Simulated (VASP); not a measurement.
Set up this calculation in VASP 6.6.1, as the native input.

* Task: electric field gradients
* Functional: PBE
* Potentials or basis: VASP PAW PBE potentials, release 64 (Ti_sv, O)
* Cutoff: 520 eV
* k mesh: 7 × 7 × 10
* Occupations: fermi-dirac, width 0.02 eV
* Spin: no spin polarisation
* Dipole correction: no
* Further INCAR settings: ALGO = Normal; EDIFF = 1e-08; NBANDS = 33

The structure of TiO2 (Rutile) lies in POSCAR:

```
TiO2
1.0
    4.5922000000      0.0000000000      0.0000000000
    0.0000000000      4.5922000000      0.0000000000
    0.0000000000      0.0000000000      2.9574000000
Ti O
2 4
Direct
    0.0000000000      0.0000000000      0.0000000000
    0.5000000000      0.5000000000      0.5000000000
    0.3049600000      0.3049600000      0.0000000000
    0.1950400000      0.8049600000      0.5000000000
    0.6950400000      0.6950400000      0.0000000000
    0.8049600000      0.1950400000      0.5000000000
```

One way to write it, as run:

INCAR

```
PREC     = Accurate       # precision mode
ENCUT    = 520            # plane-wave cutoff, eV
EDIFF    = 1E-8           # SCF threshold, eV
ISMEAR   = -1             # smearing method
SIGMA    = 0.02           # smearing width, eV
LREAL    = False          # projectors in reciprocal space
LASPH    = True           # aspherical terms in the spheres
NELM     = 100            # most SCF steps
ALGO     = Normal         # electronic algorithm
ISIF     = 2              # what is computed and relaxed
LWAVE    = False          # write WAVECAR
LCHARG   = False          # write CHGCAR
GGA      = PE             # functional
LEFG     = True         
NBANDS   = 33             # bands
```

KPOINTS

```
regular mesh
0
Gamma
  7 7 10
```

Potentials or basis: VASP PAW PBE potentials, release 64 (Ti_sv, O).

Command:

```bash
$ cat potpaw_PBE.64/Ti_sv/POTCAR potpaw_PBE.64/O/POTCAR > POTCAR
$ mpirun -np 1 vasp_std > vasp.out
```

Results of the run:

The pressure is 6.1 GPa, the largest force is 0.126 eV/Å and the band gap on the k mesh is 1.87 eV, direct.

Caveat: without QUAD_EFG the Cq values of the log hold for a quadrupole moment of 1 mb, not for the nuclei.

Run time: 68 s on 1 thread of Intel Xeon 6975P-C, on a shared host, peak memory 0.24 GiB.
